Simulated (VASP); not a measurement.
# LiSi16 (a cell with a defect) in VASP: single point with PBE

Aim: the single point of LiSi16 (a cell with a defect) with PBE.

Everything below comes from runs of VASP 6.6.1. Logs are shortened: lines on timing, memory, paths and dates and some standing lists are left out, and cuts for length are marked.

## Step 1: The cell of the first run

The cell holds a defect, 17 atoms: a = 7.679 Å, b = 7.679 Å, c = 7.679 Å, α = 60.00°, β = 60.00°, γ = 60.00°.

## Step 2: Single point, PBE, collinear spin, zero start

INCAR reads:

```
PREC = Accurate
ENCUT = 520
EDIFF = 1E-7
ISMEAR = 0
SIGMA = 0.05
LREAL = Auto
LASPH = True
NELM = 150
ALGO = Normal
ISIF = 2
LWAVE = False
LCHARG = False
ISPIN = 2
MAGMOM = 0 0 0 0 0 0 0 0 0 0 0 0 0 0 0 0 0
LORBIT = 11
GGA = PE
NBANDS = 52
```

KPOINTS reads:

```
Automatic mesh
0
Gamma
  2 2 2
```

POSCAR reads:

```
LiSi16
1.0
    0.0000000000      5.4300000000      5.4300000000
    5.4300000000      0.0000000000      5.4300000000
    5.4300000000      5.4300000000      0.0000000000
Si Li
16 1
Direct
    0.0132627072     -0.0113319521     -0.0014010129
    0.1376794659      0.1198754144      0.1223737569
    0.0082220994     -0.0025791897      0.4967464088
    0.1376818600      0.1198940147      0.6191991713
    0.0132708103      0.4992744936     -0.0014059853
    0.1354562615      0.6216770718      0.1209976980
    0.0132401473      0.4992917127      0.4879856354
    0.1376814917      0.6230385820      0.6191945672
    0.5120301105     -0.0023848066     -0.0074581031
    0.6340476059      0.1198719153      0.1225914365
    0.5120408840     -0.0023830571      0.4969171271
    0.6363512891      0.1213809392      0.6206927256
    0.5023298343      0.4993942910     -0.0013233886
    0.6340507366      0.6232888582      0.1225890424
    0.5120381215      0.4932307551      0.4969167587
    0.6340382136      0.6232975138      0.6191689687
   -0.1146716390      0.3717254144      0.8710219153
```

Potentials or basis: VASP PAW PBE potentials, release 64 (Si, Li_sv).

On the command line:

```sh
cat potpaw_PBE.64/Si/POTCAR potpaw_PBE.64/Li_sv/POTCAR > POTCAR
mpirun -np 1 vasp_std > vasp.out
```

OUTCAR:

```text
PREC = Accurate
   ENCUT = 520
   EDIFF = 1E-7
   ISMEAR = 0
   LREAL = Auto
   LASPH = True
   NELM = 150
   ISIF = 2
   ISPIN = 2
   LORBIT = 11
   GGA = PE

 ion  position               nearest neighbor table
   1  0.013  0.989  0.999-   6 2.30  10 2.38   2 2.38   4 2.38  17 2.40
   2  0.138  0.120  0.122-   9 2.35   3 2.35   1 2.38   5 2.38  17 2.74
   3  0.008  0.997  0.497-  12 2.33   2 2.35   8 2.35   4 2.35
   4  0.138  0.120  0.619-  11 2.35   3 2.35   7 2.38   1 2.38  17 2.73
   5  0.013  0.499  0.999-   6 2.30  14 2.38   2 2.38   8 2.38  17 2.40
   6  0.135  0.622  0.121-  13 2.30   7 2.30   1 2.30   5 2.30
   7  0.013  0.499  0.488-   6 2.30  16 2.38   8 2.38   4 2.38  17 2.40
   8  0.138  0.623  0.619-  15 2.35   3 2.35   7 2.38   5 2.38  17 2.73
   9  0.512  0.998  0.993-  12 2.33  10 2.35  14 2.35   2 2.35
  10  0.634  0.120  0.123-   9 2.35  11 2.35   1 2.38  13 2.38  17 2.73
  11  0.512  0.998  0.497-  12 2.33  16 2.35  10 2.35   4 2.35
  12  0.636  0.121  0.621-   9 2.33  15 2.33  11 2.33   3 2.33
  13  0.502  0.499  0.999-   6 2.30  16 2.38  10 2.38  14 2.38  17 2.40
  14  0.634  0.623  0.123-   9 2.35  15 2.35   5 2.38  13 2.38  17 2.73
  15  0.512  0.493  0.497-  12 2.33  16 2.35  14 2.35   8 2.35
  16  0.634  0.623  0.619-  15 2.35  11 2.35   7 2.38  13 2.38  17 2.73
  17  0.885  0.372  0.871-  13 2.40   7 2.40   1 2.40   5 2.40  14 2.73  10 2.73  16 2.73   4 2.73
                             8 2.73   2 2.74

  LATTYP: Found a face centered cubic cell.
 ALAT       =    10.8600000000

  Lattice vectors:

 A1 = (   0.0000000000,   5.4300000000,   5.4300000000)
 A2 = (   5.4300000000,   0.0000000000,   5.4300000000)
 A3 = (   5.4300000000,   5.4300000000,   0.0000000000)

Analysis of symmetry for initial positions (statically):
=====================================================================
 Subroutine PRICEL returns:
 Original cell was already a primitive cell.

 Routine SETGRP: Setting up the symmetry group for a
 face centered cubic supercell.

 Subroutine GETGRP returns: Found  1 space group operations
 (whereof  1 operations were pure point group operations)
 out of a pool of 48 trial point group operations.

The static configuration has the point symmetry C_1 .

Analysis of symmetry for dynamics (positions and initial velocities):
=====================================================================
 Subroutine PRICEL returns:
 Original cell was already a primitive cell.

 Routine SETGRP: Setting up the symmetry group for a
 face centered cubic supercell.

 Subroutine GETGRP returns: Found  1 space group operations
 (whereof  1 operations were pure point group operations)
 out of a pool of 48 trial point group operations.

The dynamic configuration has the point symmetry C_1 .

Analysis of structural, dynamic, and magnetic symmetry:
=====================================================================
 Subroutine PRICEL returns:
 Original cell was already a primitive cell.

 Routine SETGRP: Setting up the symmetry group for a
 face centered cubic supercell.

 Subroutine GETGRP returns: Found  1 space group operations
 (whereof  1 operations were pure point group operations)
 out of a pool of 48 trial point group operations.

The overall configuration has the point symmetry C_1 .

 Subroutine INISYM returns: Found  1 space group operations
 (whereof  1 operations are pure point group operations),
 and found     1 'primitive' translations

----------------------------------------------------------------------------------------

                                     Primitive cell

  volume of cell :     320.2060

  direct lattice vectors                    reciprocal lattice vectors
     0.000000000  5.430000000  5.430000000    -0.092081031  0.092081031  0.092081031
     5.430000000  0.000000000  5.430000000     0.092081031 -0.092081031  0.092081031
     5.430000000  5.430000000  0.000000000     0.092081031  0.092081031 -0.092081031

  length of vectors
[... 78 lines left out ...]
   number of dos      NEDOS =    301   number of ions     NIONS =     17
   total plane-waves  NPLWV = 216000
   dimension x,y,z NGX =    60 NGY =   60 NGZ =   60
   dimension x,y,z NGXF=   120 NGYF=  120 NGZF=  120
   ions per type =              16   1
   NGX,Y,Z   is equivalent  to a cutoff of  12.99, 12.99, 12.99 a.u.
   NGXF,Y,Z  is equivalent  to a cutoff of  25.98, 25.98, 25.98 a.u.
 SYSTEM =  unknown system
   PREC   = accura    normal or accurate (medium, high low for compatibility)
   ISTART =      0    job   : 0-new  1-cont  2-samecut
   ICHARG =      2    charge: 1-file 2-atom 10-const
   ISPIN  =      2    spin polarized calculation?
   LNONCOLLINEAR =      F non collinear calculations
   LSORBIT =      F    spin-orbit coupling
   LASPH  =      T    aspherical Exc in radial PAW
   ENCUT  =  520.0 eV  38.22 Ry    6.18 a.u.  14.28 14.28 14.28*2*pi/ulx,y,z
   NELM   =    150;   NELMIN=  2; NELMDL= -5     # of ELM steps
   EDIFF  = 0.1E-06   stopping-criterion for ELM
   LREAL  =      T    real-space projection
   EDIFFG = 0.1E-05   stopping-criterion for IOM
   NSW    =      0    number of steps for IOM
   IBRION =     -1    ionic relax: 0-MD 1-quasi-New 2-CG
   NFREE  =      0    steps in history (QN), initial steepest desc. (CG)
   ISIF   =      2    stress and relaxation
   ISYM   =      2    0-nonsym 1-usesym 2-fastsym
   POTIM  = 0.5000    time-step for ionic-motion
   TEBEG  =    0.0;   TEEND  =   0.0 temperature during run
   PSTRESS=    0.0 pullay stress
   NELECT =      67.0000    total number of electrons
   NUPDOWN=      -1.0000    fix difference up-down
   EMIN   =  10.00;   EMAX   =-10.00  energy-range for DOS
   EFERMI =   0.00;   METHOD = LEGACY
   ISMEAR =     0;   SIGMA  =   0.05  broadening in eV -4-tet -1-fermi 0-gaus
   EFERMI_NEDOS =   21; number of points for ismear=-14 and -15
   IALGO  =     38    algorithm
   IMIX   =      4    mixing-type and parameters
     AMIX     =   0.40;   BMIX     =  1.00
     AMIX_MAG =   1.60;   BMIX_MAG =  1.00
  volume/ion in A,a.u.               =      18.84       127.11
  Fermi-wavevector in a.u.,A,eV,Ry     =   0.971904  1.836632 12.852022  0.944597
  Thomas-Fermi vector in A             =   2.102159
   LORBIT       =     11    0 simple, 1 ext, 2 COOP (PROOUT), +10 PAW based schemes
   GGA     = PE    functional components
   LHFCALC =     F    Hartree Fock is set to
   AEXX    =    0.0000 exact exchange contribution
   IVDW    =     0    specifies the selected vdW correction
   LEPSILON=     F    determine dielectric tensor
   LRPA    =     F    only Hartree local field effects (RPA)
 spin polarized calculation
 Gauss-broadening in eV      SIGMA  =   0.05
  energy-cutoff  :      520.00
  volume of cell :      320.21
 maximum number of plane-waves:      8646
 NGX is ok and might be reduce to    60
   NGX = 29   NGY = 29   NGZ = 29

 number of electron      67.0000000 magnetization       0.0000005

 number of electron      67.0000000 magnetization      -0.0000049

 Free energy of the ion-electron system (eV)
  ---------------------------------------------------
  ext. energy  EPLUGINS =         0.00000000
  ---------------------------------------------------
  free energy    TOTEN  =       -86.86773620 eV

  energy without entropy =      -86.85941952  energy(sigma->0) =      -86.86357786

 E-fermi :   6.6639     XC(G=0):  -9.5299

 val. band max:        6.6614060867   @ k =   0.0000   0.0000   0.0000
 cond. band min:       6.8336553133   @ k =   0.0000   0.0000   0.0000
 fundamental gap:      0.1722492266
 Fermi energy:         6.6639425135

 spin component 1

 k-point     1 :       0.0000    0.0000    0.0000
  band No.  band energies     occupation
      1     -40.4702      1.00000
      2      -5.9811      1.00000
      3      -3.7414      1.00000
      4      -3.6569      1.00000
      5      -3.6567      1.00000
      6      -3.6545      1.00000
[... 373 lines left out ...]
     44      10.2517      0.00000
     45      10.3307      0.00000
 Fermi energy:         6.6639425135

 spin component 2

 k-point     1 :       0.0000    0.0000    0.0000
  band No.  band energies     occupation
      1     -40.4702      1.00000
      2      -5.9811      1.00000
      3      -3.7414      1.00000
      4      -3.6569      1.00000
      5      -3.6567      1.00000
      6      -3.6545      1.00000
[... 373 lines left out ...]
     44      10.2517      0.00000
     45      10.3307      0.00000
 [bands above 45 left out]

------------------------ aborting loop because EDIFF is reached ----------------------------------------

  FORCE on cell =-STRESS in cart. coord.  units (eV):
  Direction    XX          YY          ZZ          XY          YZ          ZX
  --------------------------------------------------------------------------------------
  -------------------------------------------------------------------------------------
  Total        7.0628085      7.0629942      7.0623540     -0.0296159      0.0303194     -0.0261043
  in kB       35.3393475     35.3402769     35.3370736     -0.1481856      0.1517056     -0.1306152
  external PRESSURE =      35.3388993 kB  Pullay stress =       0.0000000 kB

 VOLUME and BASIS-vectors are now :
 -----------------------------------------------------------------------------
  energy-cutoff  :      520.00
  volume of cell :      320.21
      direct lattice vectors                 reciprocal lattice vectors
     0.000000000  5.430000000  5.430000000    -0.092081031  0.092081031  0.092081031
     5.430000000  0.000000000  5.430000000     0.092081031 -0.092081031  0.092081031
     5.430000000  5.430000000  0.000000000     0.092081031  0.092081031 -0.092081031

 POSITION                                       TOTAL-FORCE (eV/Angst)
 -----------------------------------------------------------------------------------
     10.79086      5.49441      5.44048        -0.019568      0.019989     -0.006124
      1.31541      1.41209      1.39852         0.002680     -0.011336     -0.003023
      8.11333      2.74198      5.46064        -0.001671      0.001472      0.001930
      4.01328      4.10986      1.39864         0.011378     -0.002733     -0.002848
      8.13343      5.49443      2.78312         0.006374      0.019235      0.018935
      4.03272      1.39255      4.11123         0.003213     -0.003423     -0.003560
[... 9 lines left out ...]
      6.74659      6.80491      6.82733         0.007515      0.012243     -0.007947
      6.74812      9.53698      6.82580         0.000898     -0.001427     -0.001542
 -----------------------------------------------------------------------------------
    total drift:                               -0.001182      0.003609      0.002964

  FREE ENERGIE OF THE ION-ELECTRON SYSTEM (eV)
  ---------------------------------------------------
  free  energy   TOTEN  =       -86.8677362043 eV

  energy  without entropy=      -86.8594195196  energy(sigma->0) =      -86.86357786

 total charge

# of ion       s       p       d       tot
------------------------------------------
    1        0.745   0.964   0.000   1.709
    2        0.737   0.948   0.000   1.686
    3        0.743   0.954   0.000   1.697
    4        0.737   0.948   0.000   1.686
    5        0.745   0.964   0.000   1.709
    6        0.733   0.977   0.000   1.710
[... 9 lines left out ...]
   16        0.737   0.949   0.000   1.686
   17        2.028   0.088   0.000   2.116
--------------------------------------------------
tot         13.869  15.398   0.000  29.267

 magnetization (x)

# of ion       s       p       d       tot
------------------------------------------
    1       -0.000  -0.000   0.000  -0.000
    2       -0.000   0.000   0.000  -0.000
    3       -0.000  -0.000   0.000  -0.000
    4       -0.000   0.000   0.000  -0.000
    5       -0.000  -0.000   0.000  -0.000
    6        0.000  -0.000   0.000  -0.000
[... 9 lines left out ...]
   16       -0.000   0.000   0.000  -0.000
   17        0.000   0.000   0.000   0.000
--------------------------------------------------
tot         -0.000  -0.000   0.000  -0.000
```

Run time: 5.1 min. Hardware: 1 thread of Intel Xeon 6975P-C (Granite Rapids), shared host; peak memory 0.71 GiB.

Results:

```
Free energy                                           : -86.8677 eV
Largest force                                         : 0.030 eV/Å
Net moment                                            : 0.00 μB per cell
Valence electrons inside the program's atomic spheres : Si 1.71, 1.69, 1.70 (each value once); Li 2.12
```

Forces on the atoms (eV/Å):
```
Si  -0.020  0.020 -0.006
Si   0.003 -0.011 -0.003
Si  -0.002  0.001  0.002
Si   0.011 -0.003 -0.003
Si   0.006  0.019  0.019
Si   0.003 -0.003 -0.004
Si  -0.021 -0.007  0.021
Si   0.003 -0.003 -0.011
Si   0.005  0.004 -0.005
Si   0.008 -0.007  0.013
Si  -0.003 -0.004 -0.004
Si   0.000 -0.002  0.000
Si   0.005 -0.004 -0.005
Si  -0.013 -0.007 -0.008
Si   0.004 -0.004  0.003
Si   0.008  0.012 -0.008
Li   0.001 -0.001 -0.002
```

Caveat: the k points lie up to 0.50 Å⁻¹ apart; the cutoff is under 1.25 times the usual one of these potentials, so pressure, stress and relaxed cells hold a basis-set (Pulay) error; no moment was typed at the start, so none could form.
